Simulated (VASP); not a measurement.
A run of VASP 6.6.1 is set up as follows.

File INCAR:

```
SYSTEM = Zn
ALGO = Normal
EDIFF = 1E-6
ENCUT = 520
GGA = PE
ISIF = 2
ISMEAR = 1
LASPH = .TRUE.
LCHARG = .FALSE.
LREAL = .FALSE.
LWAVE = .FALSE.
NBANDS = 19
NELM = 100
PREC = Accurate
SIGMA = 0.01
```

File KPOINTS:

```
k-points
0
G
  14 14 7
  0 0 0
```

Contents of POSCAR:

```
Zn
1.0
    2.6556370042      0.0000000000      0.0000000000
   -1.3278185021      2.2998491089      0.0000000000
    0.0000000000      0.0000000000      4.9624616040
Zn
2
Direct
    0.3333333333      0.6666666667      0.2500000000
    0.6666666667      0.3333333333      0.7500000000
```

Potentials or basis: VASP PAW PBE potentials, release 64 (Zn).

The run is started by

```sh
$ cat potpaw_PBE.64/Zn/POTCAR > POTCAR
$ mpirun -np 1 vasp_std > vasp.out
```

**Question.** Predict the band gap on the k mesh.

**Answer.** Zero (band 12 reaches 4.59 eV, above the bottom of band 13 at 0.02 eV).

**Question.** Estimate the pressure.

**Answer.** 0.4 GPa.

Stress tensor (GPa, compression positive):
```
 1.26  0.00  0.00
 0.00  1.26  0.00
 0.00  0.00 -1.19
```
